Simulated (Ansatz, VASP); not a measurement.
## HgH3: VASP beside Ansatz

```
Hg H
1.0
     2.84652    0.00000    0.00000
    -1.42326    2.46516    0.00000
     0.00000    0.00000    8.98161
Hg H
1 3
Direct
  0.00000 0.00000 0.00000
  0.00000 0.00000 0.50000
  0.66667 0.33333 0.25576
  0.66667 0.33333 0.74424
```

Change from the starting cell: species swapped into the Tb3Pr type (P-6m2, No. 187).

Alike in both runs: task relaxation of cell and atoms; functional PBE; k mesh 6 × 6 × 2; occupations gaussian, width 0.1 eV; no spin polarisation.

|  | VASP | Ansatz |
| --- | --- | --- |
| version | VASP 6.6.1 | Ansatz 0.2.0 |
| potentials or method | VASP PAW PBE potentials, release 64 (Hg_sv_GW, H), cutoff 550 eV | scalar-relativistic, plane waves, PAW |
| valence electrons in the cell | 23 | 23 |

Ansatz gave:

```
gap on the k mesh at the Fermi level, each at its own relaxed structure (eV)  : none
relaxed volume (Å³/atom)                                                      : 20.61
relaxed length of the cell vector where the two differ most in proportion (Å) : 5.083
```

**Question.** Estimate VASP's values.

**Answer.** gap on the k mesh at the Fermi level, each at its own relaxed structure (eV): none; relaxed volume (Å³/atom): 9.87; relaxed length of the cell vector where the two differ most in proportion (Å): 3.047.

A gap of «none» marks a metal or a gap that the smearing closes. One of these differences is far larger than is usual between the two programs; its cause wasn't traced.

The k mesh is coarse, so the values compare programs but aren't converged. Spin-orbit coupling is off throughout. Noted on VASP's run: the volume moved by over 15 % at a fixed basis, so the end points are rough.
